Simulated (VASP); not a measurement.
Write the native input for VASP 6.6.1 that does the following.

```yaml
Task: relaxation of cell and atoms
Functional: PBE
Potentials_or_basis: VASP PAW PBE potentials, release 64 (Si, B)
Cutoff: 600 eV
k_mesh: 6 × 6 × 6
Occupations: gaussian, width 0.2 eV
Spin: no spin polarisation
Dipole_correction: no
Further_INCAR_settings: ALGO = Normal; EDIFF = 1e-06; IBRION = 2; EDIFFG = -0.025; NSW = 80; ISIF = 3
```

The structure of SiB6 lies in POSCAR:

```
SiB6
1.0
    4.0721766788      0.0288178089     -0.1147736576
    0.0288178089      4.2766241249      0.0028109226
   -0.1147736576      0.0028109226      4.0935203464
Si B
1 6
Direct
   -0.0006084871      0.0090919852      0.9847384921
    0.8312200056      0.5331963327      0.5197215673
    0.2556989907      0.4899295225      0.4995007326
    0.4793473041      0.7682949618      0.4819343904
    0.5023983586      0.2069509761      0.5201002801
    0.4678419396      0.5049382603      0.7999971024
    0.4641018886      0.4875979613      0.1940074350
```

One way to write it, as run:

INCAR

```
SYSTEM = SiB6
ALGO = Normal
EDIFF = 1E-6
EDIFFG = -0.025
ENCUT = 600
GGA = PE
IBRION = 2
ISIF = 3
ISMEAR = 0
LASPH = .True.
LCHARG = .False.
LREAL = .False.
LWAVE = .False.
NELM = 60
NSW = 80
PREC = Accurate
SIGMA = 0.2
```

KPOINTS

```
k-points
0
Gamma
  6 6 6
  0 0 0
```

Potentials or basis: VASP PAW PBE potentials, release 64 (Si, B).

Launch:

```console
$ cat potpaw_PBE.64/Si/POTCAR potpaw_PBE.64/B/POTCAR > POTCAR
$ mpirun -np 1 vasp_std > vasp.out
```

It gave:

- Relaxed volume: 10.56 Å³/atom
- Relaxed cell: a = 4.198 Å, b = 4.201 Å, c = 4.197 Å, α = 91.92°, β = 88.13°, γ = 91.64°
- Space group after relaxing (to 0.1 Å): R3m (No. 160)
- Energy gained by relaxing: 502.9 meV/atom
- Ionic steps: 44
- Pressure after relaxing: 0.0 GPa
- Largest force after relaxing: 0.020 eV/Å
- Band gap on the k mesh: 0.03 eV

Caveat: the smearing spreads over this small gap.

It took 19 min on 1 thread of Intel(R) Xeon(R) 6975P-C (Granite Rapids) (shared host), peak memory 0.28 GiB.
